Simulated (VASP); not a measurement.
Set up this calculation in VASP 6.6.1, as the native input.

- Task: single point
- Functional: PBEsol
- Potentials or basis: VASP PAW PBE potentials, release 64 (Mg, N, Cl)
- Cutoff: 520 eV
- k mesh: 6 × 6 × 6
- Occupations: fermi-dirac, width 0.001 eV
- Spin: no spin polarisation
- Dipole correction: no
- Further INCAR settings: ALGO = Normal; EDIFF = 1e-07; NBANDS = 16

The structure of Mg2NCl lies in POSCAR:

```
Mg2NCl
1.0
    1.6466125277      0.9506721861      5.9379615109
   -1.6466125277      0.9506721861      5.9379615109
    0.0000000000     -1.9013443722      5.9379615109
Mg N Cl
2 1 1
Direct
    0.2229104120      0.2229104120      0.2229104120
    0.7770895880      0.7770895880      0.7770895880
    0.5000000000      0.5000000000      0.5000000000
    0.0000000000      0.0000000000      0.0000000000
```

One way to write it, as run:

INCAR

```
SYSTEM = Mg2NCl
ALGO     = Normal         ! electronic algorithm
EDIFF    = 1E-7           ! SCF threshold, eV
ENCUT    = 520            ! plane-wave cutoff, eV
GGA      = PS             ! functional
ISIF     = 2              ! what is computed and relaxed
ISMEAR   = -1             ! smearing method
LASPH    = .True.         ! aspherical terms in the spheres
LCHARG   = .False.        ! write CHGCAR
LREAL    = .False.        ! projectors in reciprocal space
LWAVE    = .False.        ! write WAVECAR
NBANDS   = 16             ! bands
NELM     = 60             ! most SCF steps
PREC     = Accurate       ! precision mode
SIGMA    = 0.001          ! smearing width, eV
```

KPOINTS

```
k-points
0
Gamma
  6 6 6
  0 0 0
```

Potentials or basis: VASP PAW PBE potentials, release 64 (Mg, N, Cl).

Run with:

```console
$ cat potpaw_PBE.64/Mg/POTCAR potpaw_PBE.64/N/POTCAR potpaw_PBE.64/Cl/POTCAR > POTCAR
$ mpirun -np 1 vasp_std > vasp.out
```

It gave:

```json
{
 "Pressure": "-0.6 GPa",
 "Largest force": "0.028 eV/Å",
 "Band gap on the k mesh": "2.34 eV"
}
```

Caveat: the PAW data sets were made with another functional, which shifts forces and pressure a little.

Run time: 100 s on 1 thread of AMD EPYC 7R43 64-Core Processor (Zen 3), on a shared host, peak memory 0.28 GiB.
